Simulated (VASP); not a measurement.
A run of VASP 6.6.1 is set up as follows.

Contents of INCAR:

```
SYSTEM = C
PREC     = Accurate       ! precision mode
ENCUT    = 520            ! plane-wave cutoff, eV
EDIFF    = 1E-6           ! SCF threshold, eV
ISMEAR   = 0              ! smearing method
SIGMA    = 0.05           ! smearing width, eV
LREAL    = .FALSE.        ! projectors in reciprocal space
LASPH    = .TRUE.         ! aspherical terms in the spheres
NELM     = 80             ! most SCF steps
ALGO     = Normal         ! electronic algorithm
ISIF     = 2              ! what is computed and relaxed
LWAVE    = .FALSE.        ! write WAVECAR
LCHARG   = .FALSE.        ! write CHGCAR
GGA      = PE             ! functional
IVDW     = 12             ! dispersion correction
NBANDS   = 11             ! bands
```

KPOINTS

```
Automatic mesh
0
G
  15 15 15
  0 0 0
```

File POSCAR:

```
C
1.0
    1.2633109298      0.7293729054      3.4454225316
   -1.2633109298      0.7293729054      3.4454225316
    0.0000000000     -1.4587458108      3.4454225316
C
2
Direct
    0.1722480123      0.1722480123      0.1722480123
    0.8277519877      0.8277519877      0.8277519877
```

Potentials or basis: VASP PAW PBE potentials, release 64 (C).

Run with:

```sh
$ cat potpaw_PBE.64/C/POTCAR > POTCAR
$ mpirun -np 1 vasp_std > vasp.out
```

**Question.** What does it give for the pressure?

**Answer.** -18.8 GPa.

**Question.** Predict the band gap on the k mesh.

**Answer.** 0.44 eV, direct.

Forces on the atoms (eV/Å):
```
C    0.000  0.000 -1.926
C    0.000  0.000  1.926
```

Caveat: forces of over 1 eV/Å act on the atoms, so gaps and moduli don't describe the material at rest. A k mesh can miss the band edges.
